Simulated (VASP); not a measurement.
H12C11O16, 39 atoms in the cell. The cell holds a disordered packing, 39 atoms: a = 9.148 Å, b = 9.148 Å, c = 9.148 Å, α = 90.00°, β = 90.00°, γ = 90.00°. 

| Property | Result |
| --- | --- |
| Program | VASP 6.6.1 |
| Task | single point |
| Functional | PBE |
| Dispersion | D3(BJ) |
| Potentials or basis | VASP PAW PBE potentials, release 64 (C, O, H) |
| Cutoff | 520 eV |
| k mesh | 1 × 1 × 1 |
| Occupations | fermi-dirac, width 0.05 eV |
| Spin | no spin polarisation |
| Dipole correction | no |
| Further INCAR settings | LREAL = Auto; ALGO = Normal; EDIFF = 1e-07; NBANDS = 101 |

Potentials or basis: VASP PAW PBE potentials, release 64 (C, O, H).

Command:

```console
$ cat potpaw_PBE.64/C/POTCAR potpaw_PBE.64/O/POTCAR potpaw_PBE.64/H/POTCAR > POTCAR
$ mpirun -np 1 vasp_gam > vasp.out
```

Hardware: 1 thread of AMD EPYC 7R13 Processor (Zen 3), on a shared host.

Estimate the wall time of this run.

It took 3.2 min on 1 thread of AMD EPYC 7R13 Processor (Zen 3) (shared host), peak memory 0.6 GiB. Counts: scf iterations 22, k points 1.
